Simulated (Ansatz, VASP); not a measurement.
## One calculation of Li2Se, two programs

```
Li Se
1.0
     0.00000    2.61608    2.61608
     2.61608    0.00000    2.61608
     2.61608    2.61608    0.00000
Li Se
2 1
Cartesian
  1.3080 1.3080 1.3080
  3.9241 3.9241 3.9241
  0.0000 0.0000 0.0000
```

Alike in both runs: task single point; functional PBEsol; k mesh 10 × 10 × 10; occupations gaussian, width 0.02 eV; no spin polarisation.

```csv
,VASP,Ansatz
version,VASP 6.6.1,Ansatz 0.2.0
potentials or method,"VASP PAW PBE potentials, release 64 (Li_sv, Se), cutoff 750 eV","scalar-relativistic, plane waves, PAW"
valence electrons in the cell,12,22
```

|  | VASP | Ansatz | Ansatz less VASP |
| --- | --- | --- | --- |
| gap on the k mesh at the Fermi level (eV) | 2.20 | 2.22 | +0.018 |
| least direct gap on the mesh (eV) | 4.79 | 4.81 | +0.014 |
| pressure (GPa) | 28.7 | 28.3 | -0.43 |

VASP's potentials were made for PBE, not for PBEsol. Both programs put the cell under a high pressure, so it lies far from rest at this level. The functional is the same, so the differences come from potentials, cutoffs and numerics. VASP's potentials hold 12 valence electrons a cell and Ansatz's 22, so a difference there can come from the potentials and not from the codes.
